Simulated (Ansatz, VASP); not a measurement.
Si: VASP beside Ansatz

File INCAR:

```
ALGO = Normal
EDIFF = 1E-8
ENCUT = 520
ISIF = 2
ISMEAR = -1
LASPH = T
LCHARG = F
LEFG = T
LREAL = F
LWAVE = F
NBANDS = 11
NELM = 100
PREC = Accurate
SIGMA = 0.05
```

Contents of KPOINTS:

```
k-points
0
Gamma
  16 16 16
```

File POSCAR:

```
Si
1.0
   -2.2879081992      2.4073347711      1.2959053549
    2.2879081992     -2.4073347711      1.2959053549
    2.2879081992      2.4073347711     -1.2959053549
Si
2
Direct
    0.8070000000      0.5570000000      0.2500000000
    0.1930000000      0.4430000000      0.7500000000
```

Input for Ansatz:

```yaml
crystal:
  lattice:
    - [-2.2879081992, 2.4073347711, 1.2959053549]
    - [2.2879081992, -2.4073347711, 1.2959053549]
    - [2.2879081992, 2.4073347711, -1.2959053549]
  atoms:
    - { symbol: Si, position: [0.807, 0.557, 0.25] }
    - { symbol: Si, position: [0.193, 0.443, 0.75] }
kpoints:
  mp_grid: { grid: [16, 16, 16] }
scf:
  occupations: { method: fermi_dirac, width: 0.05 }
hamiltonian:
  xc: lda
  pseudopotentials: { kind: all_electron, datasets: crystal }
output:
  forces: true
  stress: true
  eigenvalues: true
  efg: { contact_densities: true }
```

Change from the starting cell: volume scaled by 1.05, crystal datasets.

Alike in both runs: task electric field gradients; functional LDA; k mesh 16 × 16 × 16; occupations fermi-dirac, width 0.05 eV; no spin polarisation.

|  | VASP | Ansatz |
| --- | --- | --- |
| version | VASP 6.6.1 | Ansatz 0.2.0 |
| potentials or method | VASP PAW LDA potentials, release 64 (Si), cutoff 520 eV | all-electron PAW with datasets made for the crystal, scalar-relativistic |

```csv
,VASP,Ansatz,Ansatz less VASP
pressure (GPa),3.7,3.6,-0.12
"traceless stress, the component that is largest in VASP (GPa)",0.77,0.74,-0.030
rms of the force components (eV/Å),0.031,0.031,-0.0001
size of Vzz on the site where it differs most (V/Å²),25.3,24.7,-0.63
```

LDA's correlation is that of Perdew and Zunger in VASP and of Perdew and Wang (1992) in Ansatz. Atom by atom the forces differ by 0.000 eV/Å (rms over components). Ansatz ran all-electron here, and VASP with PAW potentials.
